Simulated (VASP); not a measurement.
Set up this calculation in VASP 6.6.1, as the native input.

```
Task                   : single point
Functional             : r2SCAN
Potentials or basis    : VASP PAW PBE potentials, release 64 (Sn_d, Se)
Cutoff                 : 520 eV
k mesh                 : 6 × 6 × 4
Occupations            : gaussian, width 0.05 eV
Spin                   : no spin polarisation
Dipole correction      : no
Further INCAR settings : ALGO = Normal; EDIFF = 1e-06; NBANDS = 28
```

Crystal: SnSe.

```xyz
4
Lattice="4.2853 0.0000 0.0000 0.0000 4.2853 0.0000 0.0000 0.0000 10.9907" Properties=species:S:1:pos:R:3 pbc="T T T"
Sn    2.1427    0.0000    3.8661
Sn    0.0000    2.1427    6.8996
Se    2.1427    0.0000    6.7707
Se    0.0000    2.1427    4.2200
```

This cell differs from its parent crystal: atom 1 (Sn) moved by (+0.000, -0.225) A along y and z.

The input as run:

POSCAR

```
SnSe
1.0
    4.2853274191      0.0000000000      0.0000000000
    0.0000000000      4.2853274191      0.0000000000
    0.0000000000      0.0000000000     10.9906921300
Sn Se
2 2
Direct
    0.5000000000      0.0000000000      0.3517572419
    0.0000000000      0.5000000000      0.6277708900
    0.5000000000      0.0000000000      0.6160394900
    0.0000000000      0.5000000000      0.3839605100
```

INCAR.step1

```
SYSTEM = SnSe
  PREC = Accurate
  ENCUT = 520
  ISMEAR = 0
  SIGMA = 0.05
  LREAL = .FALSE.
  LASPH = .TRUE.
  NELM = 100
  NBANDS = 28
  GGA = PE
  ALGO = Normal
  EDIFF = 1E-4
  LWAVE = .TRUE.
  LCHARG = .FALSE.
```

INCAR.step2

```
SYSTEM = SnSe
  PREC = Accurate
  ENCUT = 520
  EDIFF = 1E-6
  ISMEAR = 0
  SIGMA = 0.05
  LREAL = .FALSE.
  LASPH = .TRUE.
  NELM = 100
  ALGO = Normal
  ISIF = 2
  LWAVE = .FALSE.
  LCHARG = .TRUE.
  METAGGA = R2SCAN
  LMIXTAU = .TRUE.
  LELF = .TRUE.
  LVHAR = .TRUE.
  NBANDS = 28
  ISTART = 1
```

KPOINTS

```
Automatic mesh
0
G
  6 6 4
  0 0 0
```

Potentials or basis: VASP PAW PBE potentials, release 64 (Sn_d, Se).

Command:

```bash
$ cat potpaw_PBE.64/Sn_d/POTCAR potpaw_PBE.64/Se/POTCAR > POTCAR
$ cp INCAR.step1 INCAR
$ mpirun -np 1 vasp_std > vasp.out
$ cp INCAR.step2 INCAR
$ mpirun -np 1 vasp_std > vasp.out
```

Results of the run:

The pressure is -1.0 GPa, the largest force is 1.026 eV/Å and the band gap on the k mesh is 1.19 eV (least direct gap 1.46 eV).

Caveat: the cell differs from its parent crystal (atom 1 (Sn) moved by (+0.000, -0.225) A along y and z); the PAW data sets were made with another functional, which shifts forces and pressure a little; spin-orbit coupling is left out, which moves the levels of the heavy elements.

Wall time 11 min on 1 thread of Intel Xeon 8259CL (shared host), peak memory 0.41 GiB.
